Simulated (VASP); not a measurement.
Write the native input for VASP 6.6.1 that does the following.

* Task: single point
* Functional: RPBE
* Potentials or basis: VASP PAW PBE potentials, release 64 (Co)
* Cutoff: 600 eV
* k mesh: 17 × 17 × 17
* Occupations: fermi-dirac, width 0.1 eV
* Spin: no spin polarisation
* Dipole correction: no
* Further INCAR settings: ALGO = Normal; EDIFF = 1e-06; NBANDS = 10

The structure of Co lies in POSCAR:

```
Co
1.0
    0.0000000000      1.8098765424      1.8098765424
    1.8098765424      0.0000000000      1.8098765424
    1.8098765424      1.8098765424      0.0000000000
Co
1
Direct
    0.0000000000      0.0000000000      0.0000000000
```

This cell differs from its parent crystal: volume scaled by 1.12.

The input as run:

INCAR

```
SYSTEM = Co
ALGO = Normal ; EDIFF = 1E-6
ENCUT = 600 ; GGA = RP
GGA_COMPAT = .False. ; ISIF = 2
ISMEAR = -1 ; LASPH = .True.
LCHARG = .False. ; LREAL = .False.
LWAVE = .False. ; NBANDS = 10
NELM = 120 ; PREC = Accurate
SIGMA = 0.1
```

KPOINTS

```
k-points
0
Gamma
  17 17 17
  0 0 0
```

Potentials or basis: VASP PAW PBE potentials, release 64 (Co).

Run with:

```bash
$ cat potpaw_PBE.64/Co/POTCAR > POTCAR
$ mpirun -np 1 vasp_std > vasp.out
```

Results of the run:

* Pressure: -19.9 GPa

Caveat: the PAW data sets were made with another functional, which shifts forces and pressure a little; the run has no spin polarisation, though such a crystal can be magnetic.

It took 30 s on 1 thread of Intel Xeon 8259CL (shared host), peak memory 0.14 GiB.
